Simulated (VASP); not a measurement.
## CdSe: single point with PBE

The system is CdSe.

```
CELL_PARAMETERS angstrom
0.00000 2.96916 2.96916
2.96916 0.00000 2.96916
2.96916 2.96916 0.00000
ATOMIC_POSITIONS crystal
Cd 0.00000 0.00000 0.00000
Se 0.75000 0.75000 0.75000
```

This cell differs from its parent crystal: volume scaled by 0.88.

```yaml
Program: VASP 6.6.1
Task: single point
Functional: PBE
Potentials_or_basis: VASP PAW PBE potentials, release 64 (Cd, Se)
Cutoff: 520 eV
k_mesh: 10 × 10 × 10
Occupations: gaussian, width 0.02 eV
Spin: no spin polarisation
```

The pressure is 8.1 GPa and the band gap on the k mesh is 0.76 eV, direct.

Levels at points of the mesh, in eV from the valence-band top:
```
           k point  band 5  band 6  band 7  band 8  band 9  band 10  band 11  band 12  band 13  band 14
(0.00, 0.00, 0.00)   -7.75   -7.75    0.00    0.00    0.00     0.76     5.92     5.92     5.92    10.08
(0.50, 0.00, 0.00)   -7.72   -7.40   -4.84   -0.86   -0.86     2.48     6.45     6.45     7.61    10.27
(0.50, 0.50, 0.00)   -7.68   -7.32   -4.42   -2.11   -2.11     2.99     3.81     9.48    10.65    10.65
```

Run time: 21 s on 1 thread of Intel(R) Xeon(R) Platinum 8259CL CPU @ 2.50GHz (Skylake/Cascade Lake) (shared host), peak memory 0.19 GiB.
